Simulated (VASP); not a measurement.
Set up this calculation in VASP 6.6.1, as the native input.

* Task: single point
* Functional: PBE
* Potentials or basis: VASP PAW PBE potentials, release 64 (Mo_sv, S)
* Cutoff: 520 eV
* k mesh: 8 × 8 × 8
* Occupations: fermi-dirac, width 0.05 eV
* Spin: no spin polarisation
* Dipole correction: no
* Further INCAR settings: ALGO = Normal; EDIFF = 1e-06; NBANDS = 20

The structure of MoS2 lies in POSCAR:

```
MoS2
1.0
    0.0000000000      2.9959514200      2.9959514200
    2.9959514200      0.0000000000      2.9959514200
    2.9959514200      2.9959514200      0.0000000000
Mo S
1 2
Direct
    0.0018070000      0.0129440000      0.0051520000
    0.2443390000      0.2492240000      0.2572080000
    0.7474560000      0.7556850000      0.7482480000
```

This cell differs from its parent crystal: atoms moved at random.

These files were run (other wordings do the same):

INCAR

```
SYSTEM = MoS2
PREC = Accurate
ENCUT = 520
EDIFF = 1E-6
ISMEAR = -1
SIGMA = 0.05
LREAL = .False.
LASPH = .True.
NELM = 80
ALGO = Normal
ISIF = 2
LWAVE = .False.
LCHARG = .False.
GGA = PE
NBANDS = 20
```

KPOINTS

```
regular mesh
0
Gamma
  8 8 8
  0 0 0
```

Potentials or basis: VASP PAW PBE potentials, release 64 (Mo_sv, S).

The run is started by

```bash
$ cat potpaw_PBE.64/Mo_sv/POTCAR potpaw_PBE.64/S/POTCAR > POTCAR
$ mpirun -np 1 vasp_std > vasp.out
```

Results of the run:

```yaml
Pressure: -6.9 GPa
Largest_force: 0.134 eV/Å
Band_gap_on_the_k_mesh: zero (band 13 reaches 7.94 eV, above the bottom of band 14 at 7.13 eV)
```

Caveat: the cell differs from its parent crystal (atoms moved at random).

Run time: 120 s on 1 thread of Intel(R) Xeon(R) Platinum 8375C CPU @ 2.90GHz (Ice Lake) (shared host), peak memory 0.37 GiB.
